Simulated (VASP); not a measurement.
**ZnS: single point with PBE**

Crystal: ZnS.

```
CELL_PARAMETERS angstrom
3.59626 0.00000 0.00000
-1.79813 3.11445 0.00000
0.00000 0.00000 5.95921
ATOMIC_POSITIONS crystal
Zn 0.33333 0.66667 0.00199
Zn 0.66667 0.33333 0.50199
S 0.33333 0.66667 0.37301
S 0.66667 0.33333 0.87301
```

```
Program             : VASP 6.6.1
Task                : single point
Functional          : PBE
Potentials or basis : VASP PAW PBE potentials, release 64 (Zn, S)
Cutoff              : 520 eV
k mesh              : 12 × 12 × 6
Occupations         : gaussian, width 0.02 eV
Spin                : no spin polarisation
```

* Pressure: 20.3 GPa
* Band gap on the k mesh: 2.93 eV

Levels at points of the mesh, in eV from the valence-band top:
```csv
k point,band 15,band 16,band 17,band 18,band 19,band 20,band 21,band 22
"(0.00, 0.00, 0.00)",-1.15,-0.18,0.00,0.00,2.93,3.46,6.17,6.17
"(0.50, 0.00, 0.00)",-4.15,-2.87,-2.28,-1.14,3.48,4.57,4.87,6.70
"(0.00, 0.00, 0.50)",-0.61,-0.61,-0.61,-0.61,4.02,4.02,6.67,6.67
"(0.50, 0.00, 0.50)",-2.15,-2.15,-2.08,-2.08,3.45,3.45,5.04,5.04
```

Run time: 75 s on 1 thread of AMD EPYC 9R45 96-Core Processor (Zen 5), on a shared host, peak memory 0.22 GiB.

Caveat: the cell stands under pressure. A k mesh can miss the band edges.
